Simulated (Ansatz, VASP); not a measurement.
# Two plane-wave programs on RbGa3Te2

The input INCAR:

```
PREC = Accurate
ENCUT = 520
EDIFF = 1E-6
ISMEAR = 0
SIGMA = 0.1
LREAL = F
LASPH = T
NELM = 100
ALGO = Fast
ISIF = 2
LWAVE = F
LCHARG = F
GGA = PE
NBANDS = 39
```

KPOINTS

```
Automatic mesh
0
Gamma
  6 6 8
```

The input POSCAR:

```
RbGa3Te2
1.0
    6.6749549651      0.0000000000      0.0000000000
   -3.3374774826      5.7806805688      0.0000000000
    0.0000000000      0.0000000000      4.8762604187
Rb Ga Te
1 3 2
Direct
    0.0000000000      0.0000000000      0.0000000000
    0.5000000000      0.0000000000      0.5000000000
    0.0000000000      0.5000000000      0.5000000000
    0.5000000000      0.5000000000      0.5000000000
    0.6666666667      0.3333333333      0.0000000000
    0.3333333333      0.6666666667      0.0000000000
```

Input for Ansatz:

```yaml
crystal:
  lattice:
    - [6.6749549651, 0.0, 0.0]
    - [-3.3374774826, 5.7806805688, 0.0]
    - [0.0, 0.0, 4.8762604187]
  atoms:
    - { symbol: Rb, position: [0.0, 0.0, 0.0] }
    - { symbol: Ga, position: [0.5, 0.0, 0.5] }
    - { symbol: Ga, position: [0.0, 0.5, 0.5] }
    - { symbol: Ga, position: [0.5, 0.5, 0.5] }
    - { symbol: Te, position: [0.6666666667, 0.3333333333, 0.0] }
    - { symbol: Te, position: [0.3333333333, 0.6666666667, 0.0] }
basis:
  ecutwfc: 420
kpoints:
  mp_grid: { grid: [6, 6, 8] }
  band_path:
    path:
      - [[0.0, 0.0, 0.0], [0.5, 0.0, 0.0], [0.33333333, 0.33333333, 0.0], [0.0, 0.0, 0.0], [0.0, 0.0, 0.5], [0.5, 0.0, 0.5], [0.33333333, 0.33333333, 0.5], [0.0, 0.0, 0.5]]
      - [[0.5, 0.0, 0.5], [0.5, 0.0, 0.0]]
      - [[0.33333333, 0.33333333, 0.5], [0.33333333, 0.33333333, 0.0]]
    npoints: 14
hamiltonian:
  xc: pbe
scf:
  occupations: { method: gaussian, width: 0.1 }
  n_extra_bands: 15
output:
  forces: true
  stress: true
  eigenvalues: true
  populations: true
  dos: { projected: true, de: 0.02, nscf_kmesh: { grid: [8, 8, 10] } }
  bader: true
```

Alike in both runs: task single point; functional PBE; k mesh 6 × 6 × 8; occupations gaussian, width 0.1 eV; no spin polarisation.

|  | VASP | Ansatz |
| --- | --- | --- |
| version | VASP 6.6.1 | Ansatz 0.2.0 |
| potentials or method | VASP PAW PBE potentials, release 64 (Rb_sv, Ga_d, Te), cutoff 520 eV | scalar-relativistic, plane waves, PAW |
| valence electrons in the cell | 60 | 80 |

|  | VASP | Ansatz | Ansatz less VASP |
| --- | --- | --- | --- |
| gap on the k mesh at the Fermi level (eV) | none | none | - |
| pressure (GPa) | 0.0 | 0.0 | -0.02 |

A gap of «none» marks a metal or a gap that the smearing closes. The functional is the same, so the differences come from potentials, cutoffs and numerics. VASP's potentials hold 60 valence electrons a cell and Ansatz's 80, so a difference there can come from the potentials and not from the codes.

Neither program's run includes spin-orbit coupling.
